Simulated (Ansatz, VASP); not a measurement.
## Gd in VASP and in Ansatz

```
Gd
1.0
     3.39337    0.00000    0.00000
    -1.69669    2.93875    0.00000
     0.00000    0.00000    5.41290
Gd
2
Direct
  0.33333 0.66667 0.25000
  0.66667 0.33333 0.75000
```

Alike in both runs: task single point; functional PBEsol; k mesh 14 × 14 × 8; occupations fermi-dirac, width 0.05 eV; collinear spin.

|  | VASP | Ansatz |
| --- | --- | --- |
| version | VASP 6.6.1 | Ansatz 0.2.0 |
| potentials or method | VASP PAW PBE potentials, release 64 (Gd), cutoff 520 eV | plane waves (420 eV) with PAW, scalar-relativistic |
| valence electrons in the cell | 36 | 36 |

```tsv
	VASP	Ansatz	Ansatz less VASP
pressure (GPa)	5.9	5.9	-0.03
traceless stress, the component that is largest in VASP (GPa)	-0.08	-0.09	-0.008
net moment per atom (μB)	0.00	0.00	0.000
size of the moment on the site where the two differ most (μB)	6.93	7.19	+0.255
```

VASP's potentials were made for PBE, not for PBEsol, and Ansatz warns of the same on its side. Site moments also hang on the region over which each program counts them. The functional is the same, so the differences come from potentials, cutoffs and numerics.

Spin-orbit coupling is off throughout.
